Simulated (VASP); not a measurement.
Set up this calculation in VASP 6.6.1, as the native input.

| Item | Value |
| --- | --- |
| Task | single point |
| Functional | r2SCAN |
| Potentials or basis | VASP PAW PBE potentials, release 64 (B, P) |
| Cutoff | 520 eV |
| k mesh | 6 × 6 × 6 |
| Occupations | gaussian, width 0.01 eV |
| Spin | no spin polarisation |
| Dipole correction | no |
| Further INCAR settings | ALGO = Normal; EDIFF = 1e-06; NBANDS = 11 |

BP:

```
CELL_PARAMETERS angstrom
0.00000 2.26900 2.26900
2.26900 0.00000 2.26900
2.26900 2.26900 0.00000
ATOMIC_POSITIONS crystal
B 0.00000 0.00000 0.00000
P 0.25000 0.25000 0.25000
```

The input as run:

POSCAR

```
BP
1.0
    0.0000000000      2.2690000000      2.2690000000
    2.2690000000      0.0000000000      2.2690000000
    2.2690000000      2.2690000000      0.0000000000
B P
1 1
Direct
    0.0000000000      0.0000000000      0.0000000000
    0.2500000000      0.2500000000      0.2500000000
```

INCAR.step1

```
ALGO = Normal
EDIFF = 1E-4
ENCUT = 520
GGA = PE
ISMEAR = 0
LASPH = T
LCHARG = F
LREAL = F
LWAVE = T
NBANDS = 11
NELM = 80
PREC = Accurate
SIGMA = 0.01
```

INCAR.step2

```
ALGO = Normal
EDIFF = 1E-6
ENCUT = 520
ISIF = 2
ISMEAR = 0
ISTART = 1
LASPH = T
LCHARG = T
LELF = T
LMIXTAU = T
LREAL = F
LVHAR = T
LWAVE = F
METAGGA = R2SCAN
NBANDS = 11
NELM = 80
PREC = Accurate
SIGMA = 0.01
```

KPOINTS

```
k-points
0
Gamma
  6 6 6
```

Potentials or basis: VASP PAW PBE potentials, release 64 (B, P).

Run with:

```bash
$ cat potpaw_PBE.64/B/POTCAR potpaw_PBE.64/P/POTCAR > POTCAR
$ cp INCAR.step1 INCAR
$ mpirun -np 1 vasp_std > vasp.out
$ cp INCAR.step2 INCAR
$ mpirun -np 1 vasp_std > vasp.out
```

It gave:

| Property | Result |
| --- | --- |
| Pressure | -0.5 GPa |
| Band gap on the k mesh | 1.54 eV, indirect (least direct gap 3.64 eV) |

Caveat: the PAW data sets were made with another functional, which shifts forces and pressure a little.

It took 37 s on 1 thread of AMD EPYC 7R13 (shared host), peak memory 0.11 GiB.
